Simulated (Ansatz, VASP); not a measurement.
Two plane-wave programs on CaO

Contents of INCAR:

```
ALGO = Normal
EDIFF = 1E-6
ENCUT = 520
GGA = PS
ISIF = 2
ISMEAR = 0
LASPH = T
LCHARG = F
LREAL = F
LWAVE = F
NBANDS = 24
NELM = 100
PREC = Accurate
SIGMA = 0.05
```

File KPOINTS:

```
k-points
0
Gamma
  9 9 6
```

File POSCAR:

```
CaO
1.0
    4.0718153410      0.0000000000      0.0000000000
   -2.0359076705      3.3880094258      0.0000000000
    0.0000000000      0.0000000000      4.7848400100
Ca O
2 2
Direct
    0.3333333333      0.6666666667      0.7500000000
    0.6666666667      0.3333333333      0.2500000000
    0.3333333333      0.6666666667      0.2500000000
    0.6666666667      0.3333333333      0.7500000000
```

Input for Ansatz:

```yaml
crystal:
  lattice:
    - [4.071815341, 0.0, 0.0]
    - [-2.0359076705, 3.3880094258, 0.0]
    - [0.0, 0.0, 4.78484001]
  atoms:
    - { symbol: Ca, position: [0.3333333333, 0.6666666667, 0.75] }
    - { symbol: Ca, position: [0.6666666667, 0.3333333333, 0.25] }
    - { symbol: O, position: [0.3333333333, 0.6666666667, 0.25] }
    - { symbol: O, position: [0.6666666667, 0.3333333333, 0.75] }
basis:
  ecutwfc: 420
kpoints:
  mp_grid: { grid: [9, 9, 6] }
hamiltonian:
  xc: pbesol
scf:
  occupations: { method: gaussian, width: 0.05 }
output:
  forces: true
  stress: true
  eigenvalues: true
```

Change from the starting cell: strain +0.0200 x Voigt [1, -1, 0, 0, 0, 0], atoms carried along.

Alike in both runs: task single point; functional PBEsol; k mesh 9 × 9 × 6; occupations gaussian, width 0.05 eV; no spin polarisation.

|  | VASP | Ansatz |
| --- | --- | --- |
| version | VASP 6.6.1 | Ansatz 0.2.0 |
| potentials or method | VASP PAW PBE potentials, release 64 (Ca_sv, O), cutoff 520 eV | scalar-relativistic, plane waves, PAW |
| valence electrons in the cell | 32 | 32 |

Ansatz gave:

| Property | Result |
| --- | --- |
| gap on the k mesh at the Fermi level (eV) | 3.05 |
| least direct gap on the mesh (eV) | 3.05 |
| pressure (GPa) | -2.3 |
| traceless stress, the component that is largest in VASP (GPa) | 1.72 |
| rms of the force components (eV/Å) | 0.123 |

Problem. Estimate VASP's values.

Solution. gap on the k mesh at the Fermi level (eV): 3.04; least direct gap on the mesh (eV): 3.04; pressure (GPa): -1.8; traceless stress, the component that is largest in VASP (GPa): 1.75; rms of the force components (eV/Å): 0.130.

VASP's potentials were made for PBE, not for PBEsol. Atom by atom the forces differ by 0.007 eV/Å (rms over components).
